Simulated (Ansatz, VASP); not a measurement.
**One calculation of NbP2, two programs**

```xyz
6
Lattice="0.0000 3.5220 3.5220 3.5220 0.0000 3.5220 3.5220 3.5220 0.0000" Properties=species:S:1:pos:R:3 pbc="T T T"
Nb    3.5220    3.5220    3.5220
Nb    5.2830    5.2830    5.2830
P     0.8805    0.8805    0.8805
P     0.8805    2.6415    2.6415
P     2.6415    2.6415    0.8805
P     2.6415    0.8805    2.6415
```

Alike in both runs: functional r2SCAN; k mesh 10 × 10 × 10; occupations gaussian, width 0.1 eV; no spin polarisation.

Ansatz relaxed the structure, and its values are those at the end. VASP's run is a single point on that final structure, the one shown.

```csv
,VASP,Ansatz
version,VASP 6.6.1,Ansatz 0.2.0
potentials or method,"VASP PAW PBE potentials, release 64 (Nb_sv, P), cutoff 520 eV","scalar-relativistic, plane waves, PAW"
valence electrons in the cell,46,46
```

Ansatz gave:

```
gap on the k mesh at the Fermi level (eV) : none
pressure (GPa)                            : 0.0
```

**Question.** Which values does VASP return?

**Answer.** gap on the k mesh at the Fermi level (eV): none; pressure (GPa): -0.1.

VASP's potentials were made for PBE, not for r2SCAN. A gap of «none» marks a metal or a gap that the smearing closes. With one functional, cell and mesh, what is left measures potentials, basis and numerics.
